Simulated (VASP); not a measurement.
Here is a VASP 6.6.1 calculation.

INCAR

```
SYSTEM = Ga2O3
PREC     = Accurate       ! precision mode
ENCUT    = 520            ! plane-wave cutoff, eV
EDIFF    = 1E-7           ! SCF threshold, eV
ISMEAR   = 0              ! smearing method
SIGMA    = 0.02           ! smearing width, eV
LREAL    = .False.        ! projectors in reciprocal space
LASPH    = .True.         ! aspherical terms in the spheres
NELM     = 80             ! most SCF steps
ALGO     = Normal         ! electronic algorithm
ISIF     = 2              ! what is computed and relaxed
LWAVE    = .False.        ! write WAVECAR
LCHARG   = .False.        ! write CHGCAR
GGA      = PS             ! functional
NBANDS   = 55             ! bands
```

The input KPOINTS:

```
Automatic mesh
0
Gamma
  10 10 6
  0 0 0
```

The input POSCAR:

```
Ga2O3
1.0
    6.1391197582     -1.5236911094      0.0084595995
    6.1391197582      1.5236911094      0.0084595995
   -1.3854796498      0.0000000000      5.6425738905
Ga O
4 6
Direct
    0.0904634719      0.0904634719      0.7952748309
    0.9095365281      0.9095365281      0.2047251691
    0.6587579648      0.6587579648      0.3144400833
    0.3412420352      0.3412420352      0.6855599167
    0.1652475299      0.1652475299      0.1094664631
    0.8347524701      0.8347524701      0.8905335369
    0.1732253580      0.1732253580      0.5627710045
    0.8267746420      0.8267746420      0.4372289955
    0.4962491501      0.4962491501      0.2559511214
    0.5037508499      0.5037508499      0.7440488786
```

Potentials or basis: VASP PAW PBE potentials, release 64 (Ga_d, O).

Run with:

```console
$ cat potpaw_PBE.64/Ga_d/POTCAR potpaw_PBE.64/O/POTCAR > POTCAR
$ mpirun -np 1 vasp_std > vasp.out
```

(1) Estimate the pressure.

(2) Predict the band gap on the k mesh.

Answers

(1) 0.3 GPa.

(2) 2.22 eV (least direct gap 2.25 eV).

Caveat: the PAW data sets were made with another functional, which shifts forces and pressure a little.
